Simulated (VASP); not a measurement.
BN (Qingsongite): relaxation of cell and atoms with PBEsol

The system is BN (Qingsongite).

```
B N
1.0
     0.00000    1.80750    1.80750
     1.80750    0.00000    1.80750
     1.80750    1.80750    0.00000
B N
1 1
Cartesian
  0.0000 0.0000 0.0000
  0.9038 0.9038 0.9038
```

```yaml
Program: VASP 6.6.1
Task: relaxation of cell and atoms
Functional: PBEsol
Potentials_or_basis: VASP PAW PBE potentials, release 64 (B, N)
Cutoff: 600 eV
k_mesh: 10 × 10 × 10
Occupations: gaussian, width 0.1 eV
Spin: no spin polarisation
Target_pressure: 51.9 GPa
Dipole_correction: no
Further_INCAR_settings: ALGO = Normal; EDIFF = 1e-07; IBRION = 2; EDIFFG = -0.05; NSW = 80; ISIF = 3
```

| Item | Value |
| --- | --- |
| Relaxed volume | 5.26 Å³/atom |
| Relaxed cell | a = 2.459 Å, b = 2.459 Å, c = 2.459 Å, α = 60.00°, β = 60.00°, γ = 60.00° |
| Space group after relaxing (to 0.05 Å) | F-43m (No. 216) |
| Energy change on relaxing (the enthalpy is what falls) | +88.7 meV/atom |
| Ionic steps | 4 |
| Pressure after relaxing | 51.4 GPa |
| Band gap on the k mesh | 4.39 eV, indirect (least direct gap 9.31 eV) |

The path:
| step | energy change (eV) | largest force (eV/Å) | pressure (GPa) | volume (Å³) |
| --- | --- | --- | --- | --- |
| 1 | 0.0000 | 0.0000 | -2.64 | 11.81 |
| 2 | 1.4919 | 0.0000 | 198.57 | 8.70 |
| 3 | 0.1591 | 0.0000 | 48.23 | 10.58 |
| 4 | 0.1775 | 0.0000 | 51.38 | 10.52 |

Final structure:
```
B N
1.0
     0.00000    1.73909    1.73909
     1.73909    0.00000    1.73909
     1.73909    1.73909    0.00000
B N
1 1
Cartesian
  0.0000 0.0000 0.0000
  0.8695 0.8695 0.8695
```

Levels at points of the mesh, in eV from the valence-band top:
| k point | band 1 | band 2 | band 3 | band 4 | band 5 | band 6 | band 7 | band 8 |
| --- | --- | --- | --- | --- | --- | --- | --- | --- |
| (0.00, 0.00, 0.00) | -21.63 | 0.00 | 0.00 | 0.00 | 9.31 | 9.31 | 9.31 | 12.20 |
| (0.50, 0.00, 0.00) | -16.79 | -11.90 | -2.18 | -2.18 | 11.25 | 11.25 | 11.65 | 16.25 |
| (0.50, 0.50, 0.00) | -15.25 | -9.76 | -5.54 | -5.54 | 4.39 | 9.73 | 19.72 | 19.72 |

Wall time 6.9 s on 1 thread of Intel(R) Xeon(R) 6975P-C (Granite Rapids), on a shared host, peak memory 0.11 GiB.

Caveat: the cell is relaxed towards a set pressure, so the enthalpy falls and the energy may rise; the PAW data sets were made with another functional, which shifts forces and pressure a little. A k mesh can miss the band edges.
